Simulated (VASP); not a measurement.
# Os (P6_3/mmc) in VASP: single point with revPBE

Aim: the single point of Os with revPBE.

Everything below comes from runs of VASP 6.6.1. Logs are shortened: lines on timing, memory, paths and dates and some standing lists are left out, and cuts for length are marked.

## (1) The cell of the first run

Symmetry: P6_3/mmc, No. 194, hexagonal system. The conventional cell has a = 2.869 Å, b = 2.869 Å, c = 4.520 Å, α = 90.00°, β = 90.00°, γ = 120.00°. Within 3.7 Å of Os (site symmetry -6m2) lie 12 Os at 2.80 to 2.87 Å.

## (2) Single point, revPBE (volume scaled by 1.12)

The input, INCAR:

```
PREC = Accurate
ENCUT = 520
EDIFF = 1E-6
ISMEAR = -1
SIGMA = 0.1
LREAL = False
LASPH = True
NELM = 60
ALGO = Normal
ISIF = 2
LWAVE = False
LCHARG = False
GGA = RE
NBANDS = 15
```

The input, KPOINTS:

```
regular mesh
0
Gamma
  21 21 12
```

The input, POSCAR:

```
Os
1.0
    2.8690535169      0.0000000000      0.0000000000
   -1.4345267585      2.4846732305      0.0000000000
    0.0000000000      0.0000000000      4.5204249522
Os
2
Direct
    0.3333333333      0.6666666667      0.2500000000
    0.6666666667      0.3333333333      0.7500000000
```

Potentials or basis: VASP PAW PBE potentials, release 64 (Os).

Started as:

```bash
$ cat potpaw_PBE.64/Os/POTCAR > POTCAR
$ mpirun -np 1 vasp_std > vasp.out
```

OUTCAR:

```text
PREC = Accurate
   ENCUT = 520
   EDIFF = 1E-6
   ISMEAR = -1
   LREAL = False
   LASPH = True
   NELM = 60
   ISIF = 2
   GGA = RE

 ion  position               nearest neighbor table
   1  0.333  0.667  0.250-   2 2.80   2 2.80   2 2.80   2 2.80   2 2.80   2 2.80
   2  0.667  0.333  0.750-   1 2.80   1 2.80   1 2.80   1 2.80   1 2.80   1 2.80

  LATTYP: Found a hexagonal cell.
 ALAT       =     2.8690535169
 C/A-ratio  =     1.5755805619

  Lattice vectors:

 A1 = (   2.8690535169,   0.0000000000,   0.0000000000)
 A2 = (  -1.4345267585,   2.4846732305,   0.0000000000)
 A3 = (   0.0000000000,   0.0000000000,   4.5204249522)

Analysis of symmetry for initial positions (statically):
=====================================================================
 Subroutine PRICEL returns:
 Original cell was already a primitive cell.

 Routine SETGRP: Setting up the symmetry group for a
 hexagonal supercell.

 Subroutine GETGRP returns: Found 24 space group operations
 (whereof 12 operations were pure point group operations)
 out of a pool of 24 trial point group operations.

The static configuration has the point symmetry D_3d.
 The point group associated with its full space group is D_6h.

Analysis of symmetry for dynamics (positions and initial velocities):
=====================================================================
 Subroutine PRICEL returns:
 Original cell was already a primitive cell.

 Routine SETGRP: Setting up the symmetry group for a
 hexagonal supercell.

 Subroutine GETGRP returns: Found 24 space group operations
 (whereof 12 operations were pure point group operations)
 out of a pool of 24 trial point group operations.

The dynamic configuration has the point symmetry D_3d.
 The point group associated with its full space group is D_6h.

 Subroutine INISYM returns: Found 24 space group operations
 (whereof 12 operations are pure point group operations),
 and found     1 'primitive' translations

----------------------------------------------------------------------------------------

                                     Primitive cell

  volume of cell :      32.2246

  direct lattice vectors                    reciprocal lattice vectors
     2.869053517  0.000000000  0.000000000     0.348547001  0.201233705  0.000000000
    -1.434526759  2.484673230  0.000000000     0.000000000  0.402467410  0.000000000
     0.000000000  0.000000000  4.520424952     0.000000000  0.000000000  0.221218140

  length of vectors
     2.869053517  2.869053517  4.520424952     0.402467410  0.402467410  0.221218140

[... 91 lines left out ...]
   NELECT =      16.0000    total number of electrons
   NUPDOWN=      -1.0000    fix difference up-down
   EMIN   =  10.00;   EMAX   =-10.00  energy-range for DOS
   EFERMI =   0.00;   METHOD = LEGACY
   ISMEAR =    -1;   SIGMA  =   0.10  broadening in eV -4-tet -1-fermi 0-gaus
   EFERMI_NEDOS =   21; number of points for ismear=-14 and -15
   IALGO  =     38    algorithm
   IMIX   =      4    mixing-type and parameters
     AMIX     =   0.40;   BMIX     =  1.00
     AMIX_MAG =   1.60;   BMIX_MAG =  1.00
  volume/ion in A,a.u.               =      16.11       108.73
  Fermi-wavevector in a.u.,A,eV,Ry     =   1.296341  2.449728 22.864573  1.680499
  Thomas-Fermi vector in A             =   2.427803
   LORBIT       =      0    0 simple, 1 ext, 2 COOP (PROOUT), +10 PAW based schemes
   GGA     = RE    functional components
   LHFCALC =     F    Hartree Fock is set to
   AEXX    =    0.0000 exact exchange contribution
   IVDW    =     0    specifies the selected vdW correction
   LEPSILON=     F    determine dielectric tensor
   LRPA    =     F    only Hartree local field effects (RPA)
 non-spin polarized calculation
  energy-cutoff  :      520.00
  volume of cell :       32.22
 maximum number of plane-waves:       887
 NGX is ok and might be reduce to    24
   NGX = 11   NGY = 11   NGZ = 17

 number of electron      16.0000001 magnetization

 Free energy of the ion-electron system (eV)
  ---------------------------------------------------
  ext. energy  EPLUGINS =         0.00000000
  ---------------------------------------------------
  free energy    TOTEN  =       -21.07504406 eV

  energy without entropy =      -21.02379349  energy(sigma->0) =      -21.04941877

 E-fermi :   7.5149     XC(G=0): -13.2257

 val. band max:        7.5099627808   @ k =   0.2381   0.0476   0.0833
 cond. band min:       7.5183381875   @ k =   0.3810  -0.0000   0.3333
 fundamental gap:      0.0083754067
 Fermi energy:         7.5149271667

 k-point     1 :       0.0000    0.0000    0.0000
  band No.  band energies     occupation
      1      -2.1701      2.00000
      2       0.9851      2.00000
      3       5.0380      2.00000
      4       5.0380      2.00000
      5       5.2583      2.00000
      6       5.7058      2.00000
      7       5.7058      2.00000
      8       6.2016      2.00000
      9       6.2016      2.00000
     10       7.6197      0.51938
     11       8.8460      0.00000
     12       8.8460      0.00000
     13      15.0354      0.00000
     14      21.4921      0.00000
[... 401 lines left out ...]
      2       2.3135      2.00000
      3       3.6744      2.00000
      4       3.8028      2.00000
      5       5.0550      2.00000
      6       5.0616      2.00000
      7       6.0460      2.00000
      8       6.5863      1.99981
      9       6.8766      1.99663
     10       7.5262      0.94367
     11       9.2910      0.00000
     12      14.0428      0.00000
     13      14.7303      0.00000
     14      20.1656      0.00000
     15      21.5443      0.00000

 [... further k-points ...]

------------------------ aborting loop because EDIFF is reached ----------------------------------------

  FORCE on cell =-STRESS in cart. coord.  units (eV):
  Direction    XX          YY          ZZ          XY          YZ          ZX
  --------------------------------------------------------------------------------------
  -------------------------------------------------------------------------------------
  Total       -6.6772584     -6.6772584     -7.0525488      0.0000000      0.0000000      0.0000000
  in kB     -331.9873790   -331.9873790   -350.6464835      0.0000000      0.0000000      0.0000000
  external PRESSURE =    -338.2070805 kB  Pullay stress =       0.0000000 kB

 VOLUME and BASIS-vectors are now :
 -----------------------------------------------------------------------------
  energy-cutoff  :      520.00
  volume of cell :       32.22
      direct lattice vectors                 reciprocal lattice vectors
     2.869053517  0.000000000  0.000000000     0.348547001  0.201233705  0.000000000
    -1.434526759  2.484673230  0.000000000     0.000000000  0.402467410  0.000000000
     0.000000000  0.000000000  4.520424952     0.000000000  0.000000000  0.221218140

 POSITION                                       TOTAL-FORCE (eV/Angst)
 -----------------------------------------------------------------------------------
     -0.00000      1.65645      1.13011         0.000000     -0.000000      0.000000
      1.43453      0.82822      3.39032        -0.000000      0.000000      0.000000
 -----------------------------------------------------------------------------------
    total drift:                                0.000000     -0.000000     -0.000000

  FREE ENERGIE OF THE ION-ELECTRON SYSTEM (eV)
  ---------------------------------------------------
  free  energy   TOTEN  =       -21.0750440582 eV

  energy  without entropy=      -21.0237934872  energy(sigma->0) =      -21.04941877
```

stdout:

```text
POSCAR found type information on POSCAR Os
 POSCAR found :  1 types and       2 ions
 scaLAPACK will be used
 -----------------------------------------------------------------------------
|                                                                             |
|                                                                             |
|     You enforced a specific xc type in the INCAR file but a different       |
|     I HOPE YOU KNOW WHAT YOU ARE DOING!                                     |
|                                                                             |
 -----------------------------------------------------------------------------

 LDA part: xc-table for (Slater+PW92), standard interpolation
 POSCAR, INCAR and KPOINTS ok, starting setup
 FFT: planning ... GRIDC
 FFT: planning ... GRID_SOFT
 FFT: planning ... GRID
 WAVECAR not read
 entering main loop
```

Wall time 2.2 min (1 thread of AMD EPYC 7R13 (Zen 3), shared host); peak memory 0.23 GiB.

What came out:

* Free energy: -21.0750 eV
* Pressure: -33.8 GPa
* Band gap on the k mesh: zero (band 8 reaches 9.08 eV, above the bottom of band 9 at 5.99 eV)

Levels at points of the mesh, in eV from the Fermi level:
| k point | band 6 | band 7 | band 8 | band 9 | band 10 | band 11 |
| --- | --- | --- | --- | --- | --- | --- |
| (0.00, 0.00, 0.00) | -1.81 | -1.81 | -1.31 | -1.31 | 0.10 | 1.33 |
| (0.00, 0.00, 0.50) | -2.65 | -2.65 | -2.65 | 0.66 | 0.66 | 0.66 |

Caveat: the PAW data sets were made with another functional, which shifts forces and pressure a little; spin-orbit coupling is left out, which moves the levels of the heavy elements.
